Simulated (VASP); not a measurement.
# Si2Ni (Fm-3m) in VASP: a series of runs

Si2Ni is run at these levels: PBEsol; tasks: single point.

Program: VASP 6.6.1. These are calculated values, not measurements. Logs are shortened: lines on timing, memory, paths and dates and some standing lists are left out, and cuts for length are marked.

## Step 1: The cell of the first run

Symmetry: Fm-3m, No. 225, cubic system. The conventional cell has a = 5.406 Å, b = 5.406 Å, c = 5.406 Å, α = 90.00°, β = 90.00°, γ = 90.00°. Ni (site symmetry m-3m) has 8 Si at 2.34 Å within 3.1 Å. Within 3.1 Å of Si (site symmetry -43m) lie 4 Ni at 2.34 Å and 6 Si at 2.70 Å.

## Step 2: Single point, PBEsol, collinear spin, ferromagnetic start

INCAR

```
  PREC = Accurate
  ENCUT = 690
  EDIFF = 1E-6
  ISMEAR = -1
  SIGMA = 0.05
  LREAL = False
  LASPH = True
  NELM = 200
  ALGO = Normal
  ISIF = 2
  LWAVE = False
  LCHARG = False
  ISPIN = 2
  MAGMOM = 0.8 0 0
  LORBIT = 11
  NUPDOWN = 0.8
  LMAXMIX = 4
  GGA = PS
  NBANDS = 24
  GGA_COMPAT = False
```

KPOINTS

```
regular mesh
0
Gamma
  7 7 7
```

POSCAR

```
Si2Ni
1.0
    0.0000000000      2.7030000000      2.7030000000
    2.7030000000      0.0000000000      2.7030000000
    2.7030000000      2.7030000000      0.0000000000
Ni Si
1 2
Direct
    0.0000000000      0.0000000000      0.0000000000
    0.7500000000      0.7500000000      0.7500000000
    0.2500000000      0.2500000000      0.2500000000
```

Potentials or basis: VASP PAW PBE potentials, release 64 (Ni_sv_GW, Si).

Started as:

```bash
$ cat potpaw_PBE.64/Ni_sv_GW/POTCAR potpaw_PBE.64/Si/POTCAR > POTCAR
$ mpirun -np 1 vasp_std > vasp.out
```

OUTCAR:

```text
PREC = Accurate
   ENCUT = 690
   EDIFF = 1E-6
   ISMEAR = -1
   LREAL = False
   LASPH = True
   NELM = 200
   ISIF = 2
   ISPIN = 2
   LORBIT = 11
   NUPDOWN = 0.8
   GGA = PS

 ion  position               nearest neighbor table
   1  0.000  0.000  0.000-   2 2.34   2 2.34   3 2.34   3 2.34   2 2.34   2 2.34   3 2.34   3 2.34

   2  0.750  0.750  0.750-   1 2.34   1 2.34   1 2.34   1 2.34   3 2.70   3 2.70   3 2.70   3 2.70
                             3 2.70   3 2.70
   3  0.250  0.250  0.250-   1 2.34   1 2.34   1 2.34   1 2.34   2 2.70   2 2.70   2 2.70   2 2.70
                             2 2.70   2 2.70

  LATTYP: Found a face centered cubic cell.
 ALAT       =     5.4060000000

  Lattice vectors:

 A1 = (   0.0000000000,   2.7030000000,   2.7030000000)
 A2 = (   2.7030000000,   0.0000000000,   2.7030000000)
 A3 = (   2.7030000000,   2.7030000000,   0.0000000000)

Analysis of symmetry for initial positions (statically):
=====================================================================
 Subroutine PRICEL returns:
 Original cell was already a primitive cell.

 Routine SETGRP: Setting up the symmetry group for a
 face centered cubic supercell.

 Subroutine GETGRP returns: Found 48 space group operations
 (whereof 48 operations were pure point group operations)
 out of a pool of 48 trial point group operations.

The static configuration has the point symmetry O_h .

Analysis of symmetry for dynamics (positions and initial velocities):
=====================================================================
 Subroutine PRICEL returns:
 Original cell was already a primitive cell.

 Routine SETGRP: Setting up the symmetry group for a
 face centered cubic supercell.

 Subroutine GETGRP returns: Found 48 space group operations
 (whereof 48 operations were pure point group operations)
 out of a pool of 48 trial point group operations.

The dynamic configuration has the point symmetry O_h .

Analysis of structural, dynamic, and magnetic symmetry:
=====================================================================
 Subroutine PRICEL returns:
 Original cell was already a primitive cell.

 Routine SETGRP: Setting up the symmetry group for a
 face centered cubic supercell.

 Subroutine GETGRP returns: Found 48 space group operations
 (whereof 48 operations were pure point group operations)
 out of a pool of 48 trial point group operations.

The overall configuration has the point symmetry O_h .

 Subroutine INISYM returns: Found 48 space group operations
 (whereof 48 operations are pure point group operations),
 and found     1 'primitive' translations

----------------------------------------------------------------------------------------

                                     Primitive cell

  volume of cell :      39.4974

  direct lattice vectors                    reciprocal lattice vectors
     0.000000000  2.703000000  2.703000000    -0.184979652  0.184979652  0.184979652
     2.703000000  0.000000000  2.703000000     0.184979652 -0.184979652  0.184979652
     2.703000000  2.703000000  0.000000000     0.184979652  0.184979652 -0.184979652

  length of vectors
     3.822619259  3.822619259  3.822619259     0.320394156  0.320394156  0.320394156

  position of ions in fractional coordinates (direct lattice)
     0.000000000  0.000000000  0.000000000
     0.750000000  0.750000000  0.750000000
     0.250000000  0.250000000  0.250000000

  ion indices of the primitive-cell ions
   primitive index   ion index
                 1           1
                 2           2
                 3           3

----------------------------------------------------------------------------------------

 KPOINTS: regular mesh

Automatic generation of k-mesh.
 Grid dimensions read from file:
 generate k-points for:    7    7    7

 Generating k-lattice:

  Cartesian coordinates                     Fractional coordinates (reciprocal lattice)
    -0.026425665  0.026425665  0.026425665     0.142857143  0.000000000  0.000000000
     0.026425665 -0.026425665  0.026425665     0.000000000  0.142857143  0.000000000
     0.026425665  0.026425665 -0.026425665     0.000000000  0.000000000  0.142857143

  Length of vectors
     0.045770594  0.045770594  0.045770594

  Shift w.r.t. Gamma in fractional coordinates (k-lattice)
     0.000000000  0.000000000  0.000000000

 Subroutine IBZKPT returns following result:
 ===========================================

 Found     20 irreducible k-points:

 Following reciprocal coordinates:
            Coordinates               Weight
  0.000000  0.000000  0.000000      1.000000
  0.142857  0.000000  0.000000      8.000000
  0.285714  0.000000  0.000000      8.000000
  0.428571  0.000000  0.000000      8.000000
  0.142857  0.142857  0.000000      6.000000
  0.285714  0.142857  0.000000     24.000000
[... 12 lines left out ...]
 -0.428571  0.428571  0.142857     24.000000
 -0.285714  0.428571  0.142857     24.000000
   k-points           NKPTS =     20   k-points in BZ     NKDIM =     20   number of bands    NBANDS=     24
   number of dos      NEDOS =    301   number of ions     NIONS =      3
   total plane-waves  NPLWV =  46656
   dimension x,y,z NGX =    36 NGY =   36 NGZ =   36
   dimension x,y,z NGXF=    72 NGYF=   72 NGZF=   72
   ions per type =               1   2
   NGX,Y,Z   is equivalent  to a cutoff of  15.66, 15.66, 15.66 a.u.
   NGXF,Y,Z  is equivalent  to a cutoff of  31.31, 31.31, 31.31 a.u.
 SYSTEM =  unknown system
   PREC   = accura    normal or accurate (medium, high low for compatibility)
   ISTART =      0    job   : 0-new  1-cont  2-samecut
   ICHARG =      2    charge: 1-file 2-atom 10-const
   ISPIN  =      2    spin polarized calculation?
   LNONCOLLINEAR =      F non collinear calculations
   LSORBIT =      F    spin-orbit coupling
   LASPH  =      T    aspherical Exc in radial PAW
   ENCUT  =  690.0 eV  50.71 Ry    7.12 a.u.   8.19  8.19  8.19*2*pi/ulx,y,z
   NELM   =    200;   NELMIN=  2; NELMDL= -5     # of ELM steps
   EDIFF  = 0.1E-05   stopping-criterion for ELM
   LREAL  =      F    real-space projection
   EDIFFG = 0.1E-04   stopping-criterion for IOM
   NSW    =      0    number of steps for IOM
   IBRION =     -1    ionic relax: 0-MD 1-quasi-New 2-CG
   NFREE  =      0    steps in history (QN), initial steepest desc. (CG)
   ISIF   =      2    stress and relaxation
   ISYM   =      2    0-nonsym 1-usesym 2-fastsym
   POTIM  = 0.5000    time-step for ionic-motion
   TEBEG  =    0.0;   TEEND  =   0.0 temperature during run
   PSTRESS=    0.0 pullay stress
   NELECT =      26.0000    total number of electrons
   NUPDOWN=       0.8000    fix difference up-down
   EMIN   =  10.00;   EMAX   =-10.00  energy-range for DOS
   EFERMI =   0.00;   METHOD = LEGACY
   ISMEAR =    -1;   SIGMA  =   0.05  broadening in eV -4-tet -1-fermi 0-gaus
   EFERMI_NEDOS =   21; number of points for ismear=-14 and -15
   IALGO  =     38    algorithm
   IMIX   =      4    mixing-type and parameters
     AMIX     =   0.40;   BMIX     =  1.00
     AMIX_MAG =   1.60;   BMIX_MAG =  1.00
  volume/ion in A,a.u.               =      13.17        88.85
  Fermi-wavevector in a.u.,A,eV,Ry     =   1.424109  2.691176 27.593792  2.028086
  Thomas-Fermi vector in A             =   2.544635
   LORBIT       =     11    0 simple, 1 ext, 2 COOP (PROOUT), +10 PAW based schemes
   GGA     = PS    functional components
   LHFCALC =     F    Hartree Fock is set to
   AEXX    =    0.0000 exact exchange contribution
   IVDW    =     0    specifies the selected vdW correction
   LEPSILON=     F    determine dielectric tensor
   LRPA    =     F    only Hartree local field effects (RPA)
 spin polarized calculation
  energy-cutoff  :      690.00
  volume of cell :       39.50
 maximum number of plane-waves:      1641
 NGX is ok and might be reduce to    36
   NGX = 17   NGY = 17   NGZ = 17

 number of electron      25.9999993 magnetization       0.8000007

 Free energy of the ion-electron system (eV)
  ---------------------------------------------------
  ext. energy  EPLUGINS =         0.00000000
  ---------------------------------------------------
  free energy    TOTEN  =       -19.58887614 eV

  energy without entropy =      -19.57723667  energy(sigma->0) =      -19.58305640

 E-fermi :   8.7649     XC(G=0): -11.8765

 val. band max:       10.4330118797   @ k =   0.1429   0.0000   0.0000
 cond. band min:       8.9882494570   @ k =   0.1429   0.0000   0.0000
 fundamental gap:     -1.4447624227
 Fermi energy:        10.4932815849

 spin component 1

 k-point     1 :       0.0000    0.0000    0.0000
  band No.  band energies     occupation
      1     -94.6021      1.00000
      2     -55.1416      1.00000
      3     -55.1416      1.00000
      4     -55.1416      1.00000
      5      -4.0505      1.00000
      6       4.5391      1.00000
[... 16 lines left out ...]
     23      18.7654      0.00000
     24      22.5811      0.00000
[... 489 lines left out ...]
      1     -94.6020      1.00000
      2     -55.1425      1.00000
      3     -55.1423      1.00000
      4     -55.1419      1.00000
      5       0.6531      1.00000
      6       0.7326      1.00000
[... 16 lines left out ...]
     23      23.1982      0.00000
     24      26.2913      0.00000
 Fermi energy:         8.7649088779

 spin component 2

 k-point     1 :       0.0000    0.0000    0.0000
  band No.  band energies     occupation
      1     -94.1817      1.00000
      2     -54.7340      1.00000
      3     -54.7340      1.00000
      4     -54.7340      1.00000
      5      -3.8334      1.00000
      6       4.8536      1.00000
[... 16 lines left out ...]
     23      18.9770      0.00000
     24      22.7970      0.00000
[... 490 lines left out ...]
      2     -54.7349      1.00000
      3     -54.7347      1.00000
      4     -54.7343      1.00000
      5       0.8863      1.00000
      6       0.9718      1.00000
[... 16 lines left out ...]
     23      23.4467      0.00000
     24      26.5388      0.00000

------------------------ aborting loop because EDIFF is reached ----------------------------------------

  FORCE on cell =-STRESS in cart. coord.  units (eV):
  Direction    XX          YY          ZZ          XY          YZ          ZX
  --------------------------------------------------------------------------------------
  -------------------------------------------------------------------------------------
  Total        0.4987818      0.4987818      0.4987818     -0.0000000     -0.0000000      0.0000000
  in kB       20.2326610     20.2326610     20.2326610     -0.0000000     -0.0000000      0.0000000
  external PRESSURE =      20.2326610 kB  Pullay stress =       0.0000000 kB

 VOLUME and BASIS-vectors are now :
 -----------------------------------------------------------------------------
  energy-cutoff  :      690.00
  volume of cell :       39.50
      direct lattice vectors                 reciprocal lattice vectors
     0.000000000  2.703000000  2.703000000    -0.184979652  0.184979652  0.184979652
     2.703000000  0.000000000  2.703000000     0.184979652 -0.184979652  0.184979652
     2.703000000  2.703000000  0.000000000     0.184979652  0.184979652 -0.184979652

 POSITION                                       TOTAL-FORCE (eV/Angst)
 -----------------------------------------------------------------------------------
      0.00000      0.00000      0.00000        -0.000000     -0.000000      0.000000
      4.05450      4.05450      4.05450         0.000000      0.000000      0.000000
      1.35150      1.35150      1.35150        -0.000000     -0.000000     -0.000000
 -----------------------------------------------------------------------------------
    total drift:                               -0.000000      0.000000      0.000000

  FREE ENERGIE OF THE ION-ELECTRON SYSTEM (eV)
  ---------------------------------------------------
  free  energy   TOTEN  =       -19.5888761417 eV

  energy  without entropy=      -19.5772366677  energy(sigma->0) =      -19.58305640

 total charge

# of ion       s       p       d       f       tot
--------------------------------------------------
    1        2.271   6.472   7.860   0.004  16.606
    2        0.753   0.837   0.000   0.000   1.590
    3        0.753   0.837   0.000   0.000   1.590
--------------------------------------------------
tot          3.777   8.146   7.860   0.004  19.786

 magnetization (x)

# of ion       s       p       d       f       tot
--------------------------------------------------
    1        0.003   0.035   0.321   0.001   0.360
    2        0.057   0.047   0.000   0.000   0.104
    3        0.057   0.047   0.000   0.000   0.104
--------------------------------------------------
tot          0.117   0.129   0.321   0.001   0.568
```

Wall time 2.1 min (1 thread of AMD EPYC 7R13 (Zen 3), shared host); peak memory 0.24 GiB.

What came out:

* Free energy: -19.5889 eV
* Pressure: 2.0 GPa
* Net moment: 0.80 μB per cell
* Site moments: Ni +0.36; Si +0.10 μB
* Valence electrons inside the program's atomic spheres: Ni 16.61; Si 1.59

Caveat: the PAW data sets were made with another functional, which shifts forces and pressure a little; the total moment is fixed, so each spin has its own Fermi level and the state may be an excited one.

## Step 3: Single point, PBEsol, collinear spin, ferromagnetic start

INCAR

```
PREC     = Accurate       # precision mode
ENCUT    = 690            # plane-wave cutoff, eV
EDIFF    = 1E-6           # SCF threshold, eV
ISMEAR   = -1             # smearing method
SIGMA    = 0.05           # smearing width, eV
LREAL    = False          # projectors in reciprocal space
LASPH    = True           # aspherical terms in the spheres
NELM     = 200            # most SCF steps
ALGO     = Normal         # electronic algorithm
ISIF     = 2              # what is computed and relaxed
LWAVE    = False          # write WAVECAR
LCHARG   = False          # write CHGCAR
ISPIN    = 2              # spin polarisation
MAGMOM   = 0.5 0 0        # initial moments
LORBIT   = 11             # projections on sites
NUPDOWN  = 0.5            # fixed moment
LMAXMIX  = 4              # l up to which the mixer works
GGA      = PS             # functional
NBANDS   = 24             # bands
GGA_COMPAT= False
```

KPOINTS

```
Automatic mesh
0
Gamma
  7 7 7
```

POSCAR is that of step 2.

Potentials or basis: VASP PAW PBE potentials, release 64 (Ni_sv_GW, Si).

Started as:

```bash
$ cat potpaw_PBE.64/Ni_sv_GW/POTCAR potpaw_PBE.64/Si/POTCAR > POTCAR
$ mpirun -np 1 vasp_std > vasp.out
```

Run time: 84 s. Hardware: 1 thread of Intel Xeon Platinum 8259CL at 2.50GHz (Skylake/Cascade Lake), shared host; peak memory 0.27 GiB.

It converged, with:

- Free energy: -19.7936 eV
- Pressure: -0.8 GPa
- Net moment: 0.50 μB per cell
- Site moments: Ni +0.25; Si +0.07 μB
- Valence electrons inside the program's atomic spheres: Ni 16.61; Si 1.59

Caveat: the PAW data sets were made with another functional, which shifts forces and pressure a little; the total moment is fixed, so each spin has its own Fermi level and the state may be an excited one.
